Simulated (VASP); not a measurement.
## V: relaxation of cell and atoms with r2SCAN

Crystal: V.

```
CELL_PARAMETERS angstrom
0.00000 1.90227 1.90227
1.90227 0.00000 1.90227
1.90227 1.90227 0.00000
ATOMIC_POSITIONS crystal
V 0.00000 0.00000 0.00000
```

This isn't the form of V at room conditions, which is bcc.

This cell differs from its parent crystal: atoms taken out.

```
Program                : VASP 6.6.1
Task                   : relaxation of cell and atoms
Functional             : r2SCAN
Potentials or basis    : VASP PAW PBE potentials, release 64 (V_sv)
Cutoff                 : 600 eV
k mesh                 : 16 × 16 × 16
Occupations            : gaussian, width 0.1 eV
Spin                   : collinear spin
Starting moments       : [-0.15] μB
Dipole correction      : no
Further INCAR settings : ALGO = Normal; EDIFF = 1e-06; IBRION = 2; EDIFFG = -0.025; NSW = 90; ISIF = 3
```

```yaml
Pressure_after_relaxing: -0.1 GPa
Net_moment: 0.00 μB per cell
Valence_electrons_inside_the_program's_atomic_spheres: V 11.57
```

Final structure:
```
V
1.0
     0.00000    1.90227    1.90227
     1.90227    0.00000    1.90227
     1.90227    1.90227    0.00000
V
1
Direct
  0.00000 0.00000 0.00000
```

Levels at points of the mesh, in eV from the Fermi level:
Spin up:
| k point | band 4 | band 5 | band 6 | band 7 | band 8 | band 9 |
| --- | --- | --- | --- | --- | --- | --- |
| (0.00, 0.00, 0.00) | -38.90 | -7.35 | 0.17 | 0.17 | 0.17 | 2.16 |
| (0.50, 0.00, 0.00) | -39.01 | -3.57 | 0.13 | 0.13 | 0.62 | 3.27 |
| (0.50, 0.50, 0.00) | -39.21 | -3.63 | -2.82 | 3.35 | 3.41 | 3.51 |
Spin down:
```
           k point  band 2  band 3  band 4  band 5  band 6  band 7  band 8  band 9  band 10
(0.00, 0.00, 0.00)  -38.90  -38.90  -38.90   -7.35    0.17    0.17    0.17    2.16     2.16
(0.50, 0.00, 0.00)  -39.78  -39.01  -39.01   -3.57    0.13    0.13    0.62    3.27     3.27
(0.50, 0.50, 0.00)  -39.72  -39.21  -39.21   -3.63   -2.82    3.35    3.41    3.51     3.51
```

It took 2.1 min on 1 thread of Intel(R) Xeon(R) Platinum 8259CL CPU @ 2.50GHz (Skylake/Cascade Lake) (shared host), peak memory 0.18 GiB.

Caveat: the cell differs from its parent crystal (atoms taken out); the relaxation stopped at its first step, so nothing moved; the PAW data sets were made with another functional, which shifts forces and pressure a little.
